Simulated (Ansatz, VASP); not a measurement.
**RbSi6: VASP beside Ansatz**

```
Rb Si
1.0
    -3.47957    3.53495    3.46903
     3.39767   -3.50017    3.35233
     3.34236    3.36295   -3.43424
Rb Si
1 6
Direct
  0.99490 0.99633 0.96912
  0.74198 0.28666 0.52604
  0.23710 0.72249 0.48046
  0.52159 0.26369 0.75960
  0.75154 0.49901 0.23983
  0.51381 0.74218 0.25953
  0.23909 0.48964 0.76544
```

Change from the starting cell: cell x1, atoms moved at random (sigma 0.1 Å) and cell strained at random (1.5 %), then relaxed without symmetry.

Alike in both runs: task relaxation of cell and atoms; functional PBE; k mesh 4 × 4 × 4; occupations gaussian, width 0.2 eV; no spin polarisation.

```csv
,VASP,Ansatz
version,VASP 6.6.1,Ansatz 0.2.0
potentials or method,"VASP PAW PBE potentials, release 64 (Rb_sv, Si), cutoff 600 eV","scalar-relativistic, plane waves, PAW"
valence electrons in the cell,33,33
```

|  | VASP | Ansatz | Ansatz less VASP |
| --- | --- | --- | --- |
| gap on the k mesh at the Fermi level, each at its own relaxed structure (eV) | none | none | - |
| relaxed volume (Å³/atom) | 22.49 | 22.50 | +0.014 |
| relaxed cell length with the largest relative difference (Å) | 5.894 | 5.902 | +0.0079 |

A gap of «none» marks a metal or a gap that the smearing closes.
